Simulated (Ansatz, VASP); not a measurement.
## BaZrO3 in VASP and in Ansatz

```xyz
5
Lattice="4.2902 0.0000 0.0000 0.0000 4.2902 0.0000 0.0000 0.0000 4.2902" Properties=species:S:1:pos:R:3 pbc="T T T"
Ba    0.0000    0.0000    0.0000
Zr    2.1451    2.1451    2.1451
O     2.1451    0.0000    2.1451
O     2.1451    2.1451    0.0000
O     0.0000    2.1451    2.1451
```

Change from the starting cell: equal strain along all axes, cell held, atoms relaxed: +1.5 %.

Alike in both runs: task single point; functional PBE; k mesh 6 × 6 × 6; occupations gaussian, width 0.02 eV; no spin polarisation.

|  | VASP | Ansatz |
| --- | --- | --- |
| version | VASP 6.6.1 | Ansatz 0.2.0 |
| potentials or method | VASP PAW PBE potentials, release 64 (Ba_sv, Zr_sv, O), cutoff 520 eV | scalar-relativistic, plane waves, PAW |
| valence electrons in the cell | 40 | 40 |

Ansatz gave:

| Quantity | Value |
| --- | --- |
| gap on the k mesh at the Fermi level (eV) | 3.07 |
| least direct gap on the mesh (eV) | 3.34 |
| pressure (GPa) | -6.0 |

**Question.** Which values does VASP return?

**Answer.** gap on the k mesh at the Fermi level (eV): 3.03; least direct gap on the mesh (eV): 3.32; pressure (GPa): -5.2.

Spin-orbit coupling is off throughout.
